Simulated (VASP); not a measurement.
# Ge8Mo3W (P4/mmm) in VASP: single point with PBE

Aim: the single point of Ge8Mo3W with PBE.

All numbers are computed with VASP 6.6.1; they aren't measurements. Logs are shortened: lines on timing, memory, paths and dates and some standing lists are left out, and cuts for length are marked.

## (1) The cell of the first run

It takes space group P4/mmm (No. 123, tetragonal). The conventional cell has a = 4.721 Å, b = 4.721 Å, c = 8.287 Å, α = 90.00°, β = 90.00°, γ = 90.00°. Ge (site symmetry 4mm) has 9 Ge at 2.68 to 3.34 Å and 5 Mo at 2.71 to 2.80 Å within 3.5 Å. Ge (site symmetry 2mm) has 9 Ge at 2.69 to 3.34 Å and 3 Mo at 2.72 to 2.80 Å and 2 W at 2.72 Å within 3.5 Å. Ge (site symmetry 4mm) has 9 Ge at 2.67 to 3.34 Å and 4 Mo at 2.71 Å and 1 W at 2.81 Å within 3.5 Å. Mo (site symmetry 4/mmm) has 10 Ge at 2.72 to 2.80 Å and 4 W at 3.34 Å within 3.6 Å. Within 3.6 Å of Mo (site symmetry mmm) lie 10 Ge at 2.71 to 2.80 Å and 4 Mo at 3.34 Å. Within 3.6 Å of W (site symmetry 4/mmm) lie 10 Ge at 2.72 to 2.81 Å and 4 Mo at 3.34 Å.

## (2) Single point, PBE

File INCAR:

```
PREC = Accurate ; ENCUT = 520
EDIFF = 1E-6 ; ISMEAR = 0
SIGMA = 0.1 ; LREAL = F
LASPH = T ; NELM = 80
ALGO = Normal ; ISIF = 2
LWAVE = F ; LCHARG = F
GGA = PE ; NBANDS = 96
```

File KPOINTS:

```
regular mesh
0
Gamma
  8 8 6
```

File POSCAR:

```
Ge8Mo3W
1.0
    4.7213432000      0.0000000000      0.0000000000
    0.0000000000      4.7213432000      0.0000000000
    0.0000000000      0.0000000000      8.2866493000
Ge Mo W
8 3 1
Direct
    0.0000000000      0.0000000000      0.3382080000
    0.0000000000      0.5000000000      0.8377490000
    0.5000000000      0.0000000000      0.8377490000
    0.5000000000      0.5000000000      0.3386370000
    0.0000000000      0.0000000000      0.6617920000
    0.0000000000      0.5000000000      0.1622510000
    0.5000000000      0.0000000000      0.1622510000
    0.5000000000      0.5000000000      0.6613630000
    0.0000000000      0.0000000000      0.0000000000
    0.0000000000      0.5000000000      0.5000000000
    0.5000000000      0.0000000000      0.5000000000
    0.5000000000      0.5000000000      0.0000000000
```

Potentials or basis: VASP PAW PBE potentials, release 64 (Ge_d, Mo_sv, W_sv).

Run with:

```console
$ cat potpaw_PBE.64/Ge_d/POTCAR potpaw_PBE.64/Mo_sv/POTCAR potpaw_PBE.64/W_sv/POTCAR > POTCAR
$ mpirun -np 1 vasp_std > vasp.out
```

OUTCAR:

```text
PREC = Accurate
   ENCUT = 520
   EDIFF = 1E-6
   ISMEAR = 0
   LREAL = F
   LASPH = T
   NELM = 80
   ISIF = 2
   GGA = PE

 ion  position               nearest neighbor table
   1  0.000  0.000  0.338-   5 2.68  10 2.71  11 2.71  10 2.71  11 2.71   6 2.77   6 2.77   7 2.77
                             7 2.77   9 2.80
   2  0.000  0.500  0.838-   6 2.69   9 2.72  12 2.72   9 2.72  12 2.72   5 2.77   5 2.77   8 2.78
                             8 2.78  10 2.80
   3  0.500  0.000  0.838-   7 2.69   9 2.72  12 2.72  12 2.72   9 2.72   5 2.77   5 2.77   8 2.78
                             8 2.78  11 2.80
   4  0.500  0.500  0.339-   8 2.67  10 2.71  11 2.71  11 2.71  10 2.71   7 2.78   7 2.78   6 2.78
                             6 2.78  12 2.81
   5  0.000  0.000  0.662-   1 2.68  10 2.71  11 2.71  10 2.71  11 2.71   2 2.77   2 2.77   3 2.77
                             3 2.77   9 2.80
   6  0.000  0.500  0.162-   2 2.69   9 2.72  12 2.72   9 2.72  12 2.72   1 2.77   1 2.77   4 2.78
                             4 2.78  10 2.80
   7  0.500  0.000  0.162-   3 2.69   9 2.72  12 2.72  12 2.72   9 2.72   1 2.77   1 2.77   4 2.78
                             4 2.78  11 2.80
   8  0.500  0.500  0.661-   4 2.67  10 2.71  11 2.71  11 2.71  10 2.71   3 2.78   3 2.78   2 2.78
                             2 2.78  12 2.81
   9  0.000  0.000  0.000-   2 2.72   3 2.72   6 2.72   7 2.72   2 2.72   6 2.72   3 2.72   7 2.72
                             1 2.80   5 2.80  12 3.34  12 3.34  12 3.34  12 3.34
  10  0.000  0.500  0.500-   4 2.71   8 2.71   4 2.71   8 2.71   1 2.71   5 2.71   5 2.71   1 2.71
                             6 2.80   2 2.80  11 3.34  11 3.34  11 3.34  11 3.34
  11  0.500  0.000  0.500-   4 2.71   8 2.71   4 2.71   8 2.71   5 2.71   1 2.71   1 2.71   5 2.71
                             7 2.80   3 2.80  10 3.34  10 3.34  10 3.34  10 3.34
  12  0.500  0.500  0.000-   2 2.72   3 2.72   6 2.72   7 2.72   3 2.72   7 2.72   2 2.72   6 2.72
                             4 2.81   8 2.81   9 3.34   9 3.34   9 3.34   9 3.34

  LATTYP: Found a simple tetragonal cell.
 ALAT       =     4.7213432000
 C/A-ratio  =     1.7551465651

  Lattice vectors:

 A1 = (   4.7213432000,   0.0000000000,   0.0000000000)
 A2 = (   0.0000000000,   4.7213432000,   0.0000000000)
 A3 = (   0.0000000000,   0.0000000000,   8.2866493000)

Analysis of symmetry for initial positions (statically):
=====================================================================
 Subroutine PRICEL returns:
 Original cell was already a primitive cell.

 Routine SETGRP: Setting up the symmetry group for a
 simple tetragonal supercell.

 Subroutine GETGRP returns: Found 16 space group operations
 (whereof 16 operations were pure point group operations)
 out of a pool of 16 trial point group operations.

The static configuration has the point symmetry D_4h.

Analysis of symmetry for dynamics (positions and initial velocities):
=====================================================================
 Subroutine PRICEL returns:
 Original cell was already a primitive cell.

 Routine SETGRP: Setting up the symmetry group for a
 simple tetragonal supercell.

 Subroutine GETGRP returns: Found 16 space group operations
 (whereof 16 operations were pure point group operations)
 out of a pool of 16 trial point group operations.

The dynamic configuration has the point symmetry D_4h.

 Subroutine INISYM returns: Found 16 space group operations
 (whereof 16 operations are pure point group operations),
 and found     1 'primitive' translations

----------------------------------------------------------------------------------------

                                     Primitive cell

  volume of cell :     184.7184

  direct lattice vectors                    reciprocal lattice vectors
     4.721343200  0.000000000  0.000000000     0.211804132  0.000000000  0.000000000
     0.000000000  4.721343200  0.000000000     0.000000000  0.211804132  0.000000000
     0.000000000  0.000000000  8.286649300     0.000000000  0.000000000  0.120676037

  length of vectors
     4.721343200  4.721343200  8.286649300     0.211804132  0.211804132  0.120676037

  position of ions in fractional coordinates (direct lattice)
     0.000000000  0.000000000  0.338208000
     0.000000000  0.500000000  0.837749000
     0.500000000  0.000000000  0.837749000
     0.500000000  0.500000000  0.338637000
     0.000000000  0.000000000  0.661792000
[... 35 lines left out ...]
     0.000000000  0.026475517  0.000000000     0.000000000  0.125000000  0.000000000
     0.000000000  0.000000000  0.020112673     0.000000000  0.000000000  0.166666667

  Length of vectors
     0.026475517  0.026475517  0.020112673

  Shift w.r.t. Gamma in fractional coordinates (k-lattice)
     0.000000000  0.000000000  0.000000000

 Subroutine IBZKPT returns following result:
 ===========================================

 Found     60 irreducible k-points:

 Following reciprocal coordinates:
            Coordinates               Weight
  0.000000  0.000000  0.000000      1.000000
  0.125000  0.000000  0.000000      4.000000
  0.250000  0.000000  0.000000      4.000000
  0.375000  0.000000  0.000000      4.000000
  0.500000  0.000000  0.000000      2.000000
  0.125000  0.125000  0.000000      4.000000
[... 16 lines left out ...]
  0.375000  0.125000  0.166667     16.000000
  0.500000  0.125000  0.166667      8.000000
 [... further k-points ...]
   k-points           NKPTS =     60   k-points in BZ     NKDIM =     60   number of bands    NBANDS=     96
   number of dos      NEDOS =    301   number of ions     NIONS =     12
   total plane-waves  NPLWV =  82944
   dimension x,y,z NGX =    36 NGY =   36 NGZ =   64
   dimension x,y,z NGXF=    72 NGYF=   72 NGZF=  128
   ions per type =               8   3   1
   NGX,Y,Z   is equivalent  to a cutoff of  12.68, 12.68, 12.84 a.u.
   NGXF,Y,Z  is equivalent  to a cutoff of  25.35, 25.35, 25.68 a.u.
 SYSTEM =  unknown system
   PREC   = accura    normal or accurate (medium, high low for compatibility)
   ISTART =      0    job   : 0-new  1-cont  2-samecut
   ICHARG =      2    charge: 1-file 2-atom 10-const
   ISPIN  =      1    spin polarized calculation?
   LNONCOLLINEAR =      F non collinear calculations
   LSORBIT =      F    spin-orbit coupling
   LASPH  =      T    aspherical Exc in radial PAW
   ENCUT  =  520.0 eV  38.22 Ry    6.18 a.u.   8.78  8.78 15.41*2*pi/ulx,y,z
   NELM   =     80;   NELMIN=  2; NELMDL= -5     # of ELM steps
   EDIFF  = 0.1E-05   stopping-criterion for ELM
   LREAL  =      F    real-space projection
   EDIFFG = 0.1E-04   stopping-criterion for IOM
   NSW    =      0    number of steps for IOM
   IBRION =     -1    ionic relax: 0-MD 1-quasi-New 2-CG
   NFREE  =      0    steps in history (QN), initial steepest desc. (CG)
   ISIF   =      2    stress and relaxation
   ISYM   =      2    0-nonsym 1-usesym 2-fastsym
   POTIM  = 0.5000    time-step for ionic-motion
   TEBEG  =    0.0;   TEEND  =   0.0 temperature during run
   PSTRESS=    0.0 pullay stress
   NELECT =     168.0000    total number of electrons
   NUPDOWN=      -1.0000    fix difference up-down
   EMIN   =  10.00;   EMAX   =-10.00  energy-range for DOS
   EFERMI =   0.00;   METHOD = LEGACY
   ISMEAR =     0;   SIGMA  =   0.10  broadening in eV -4-tet -1-fermi 0-gaus
   EFERMI_NEDOS =   21; number of points for ismear=-14 and -15
   IALGO  =     38    algorithm
   IMIX   =      4    mixing-type and parameters
     AMIX     =   0.40;   BMIX     =  1.00
     AMIX_MAG =   1.60;   BMIX_MAG =  1.00
  volume/ion in A,a.u.               =      15.39       103.88
  Fermi-wavevector in a.u.,A,eV,Ry     =   1.586139  2.997368 34.230036  2.515837
  Thomas-Fermi vector in A             =   2.685496
   LORBIT       =      0    0 simple, 1 ext, 2 COOP (PROOUT), +10 PAW based schemes
   GGA     = PE    functional components
   LHFCALC =     F    Hartree Fock is set to
   AEXX    =    0.0000 exact exchange contribution
   IVDW    =     0    specifies the selected vdW correction
   LEPSILON=     F    determine dielectric tensor
   LRPA    =     F    only Hartree local field effects (RPA)
 non-spin polarized calculation
 Gauss-broadening in eV      SIGMA  =   0.10
  energy-cutoff  :      520.00
  volume of cell :      184.72
 maximum number of plane-waves:      5023
 NGX is ok and might be reduce to    36
   NGX = 17   NGY = 17   NGZ = 31

 number of electron     168.0000096 magnetization

 Free energy of the ion-electron system (eV)
  ---------------------------------------------------
  ext. energy  EPLUGINS =         0.00000000
  ---------------------------------------------------
  free energy    TOTEN  =       -82.90819157 eV

  energy without entropy =      -82.89279453  energy(sigma->0) =      -82.90049305

 E-fermi :  10.1200     XC(G=0): -12.7638

 val. band max:       10.1109025785   @ k =   0.3750   0.3750   0.0000
 cond. band min:      10.1218495246   @ k =   0.2500   0.2500   0.5000
 fundamental gap:      0.0109469461
 Fermi energy:        10.1200266802

 k-point     1 :       0.0000    0.0000    0.0000
  band No.  band energies     occupation
      1     -63.8873      2.00000
      2     -50.7611      2.00000
      3     -50.7422      2.00000
      4     -50.7224      2.00000
      5     -28.1469      2.00000
      6     -28.1469      2.00000
[... 2365 lines left out ...]
     95      13.6669      0.00000
     96      13.7700      0.00000

 [... further k-points ...]

------------------------ aborting loop because EDIFF is reached ----------------------------------------

  FORCE on cell =-STRESS in cart. coord.  units (eV):
  Direction    XX          YY          ZZ          XY          YZ          ZX
  --------------------------------------------------------------------------------------
  -------------------------------------------------------------------------------------
  Total        0.2921184      0.2921184      0.3139598      0.0000000     -0.0000000      0.0000000
  in kB        2.5337243      2.5337243      2.7231685      0.0000000     -0.0000000      0.0000000
  external PRESSURE =       2.5968724 kB  Pullay stress =       0.0000000 kB

 VOLUME and BASIS-vectors are now :
 -----------------------------------------------------------------------------
  energy-cutoff  :      520.00
  volume of cell :      184.72
      direct lattice vectors                 reciprocal lattice vectors
     4.721343200  0.000000000  0.000000000     0.211804132  0.000000000  0.000000000
     0.000000000  4.721343200  0.000000000     0.000000000  0.211804132  0.000000000
     0.000000000  0.000000000  8.286649300     0.000000000  0.000000000  0.120676037

 POSITION                                       TOTAL-FORCE (eV/Angst)
 -----------------------------------------------------------------------------------
      0.00000      0.00000      2.80261        -0.000000     -0.000000     -0.008303
      0.00000      2.36067      6.94213         0.000000      0.000000     -0.006129
      2.36067      0.00000      6.94213        -0.000000     -0.000000     -0.006129
      2.36067      2.36067      2.80617         0.000000     -0.000000     -0.006569
      0.00000      0.00000      5.48404         0.000000     -0.000000      0.008303
      0.00000      2.36067      1.34452        -0.000000      0.000000      0.006129
      2.36067      0.00000      1.34452         0.000000     -0.000000      0.006129
      2.36067      2.36067      5.48048         0.000000     -0.000000      0.006569
      0.00000      0.00000      0.00000         0.000000     -0.000000      0.000000
      0.00000      2.36067      4.14332         0.000000     -0.000000      0.000000
      2.36067      0.00000      4.14332         0.000000     -0.000000      0.000000
      2.36067      2.36067      0.00000         0.000000     -0.000000      0.000000
 -----------------------------------------------------------------------------------
    total drift:                                0.000000      0.000000      0.000000

  FREE ENERGIE OF THE ION-ELECTRON SYSTEM (eV)
  ---------------------------------------------------
  free  energy   TOTEN  =       -82.9081915726 eV

  energy  without entropy=      -82.8927945296  energy(sigma->0) =      -82.90049305
```

Wall time 27 min (1 thread of Intel Xeon 6975P-C (Granite Rapids), shared host); peak memory 0.82 GiB.

Results:

```
Free energy            : -82.9082 eV
Pressure               : 0.3 GPa
Largest force          : 0.008 eV/Å
Band gap on the k mesh : zero (bands 84 and 85 overlap by 0.42 eV)
```

Forces on the atoms (eV/Å):
```
Ge   0.000  0.000 -0.008
Ge   0.000  0.000 -0.006
Ge   0.000  0.000 -0.006
Ge   0.000  0.000 -0.007
Ge   0.000  0.000  0.008
Ge   0.000  0.000  0.006
Ge   0.000  0.000  0.006
Ge   0.000  0.000  0.007
Mo   0.000  0.000  0.000
Mo   0.000  0.000  0.000
Mo   0.000  0.000  0.000
W    0.000  0.000  0.000
```

Caveat: spin-orbit coupling is left out, which moves the levels of the heavy elements.
